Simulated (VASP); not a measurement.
Runs of VASP 6.6.1 on BeS. The structure is that of space group Fm-3m (No. 225), or close to it. The cells are those of the table. 

| cell | gap on the mesh (eV) | pressure (GPa) |
| --- | --- | --- |
| a = 3.331 Å, angles 60.0°, 2 atoms | 0.95 | (a) |
| a = 3.383 Å, angles 60.0°, 2 atoms | 0.92 | -8.7 |
| a = 3.222 Å, angles 60.0°, 2 atoms | (b) | 5.8 |
| a = 3.164 Å, angles 60.0°, 2 atoms | 1.03 | (c) |

Alike in all rows: task single point; level PBE; potentials or basis VASP PAW PBE potentials, release 64 (Be, S); no spin polarisation; k mesh 6 × 6 × 6; cutoff (eV) 520; smearing gaussian 0.01 eV.

Question: Fill in the values left out.

Answer: (a) -5.0; (b) 1.01; (c) 13.5.

A k mesh can miss the band edges.
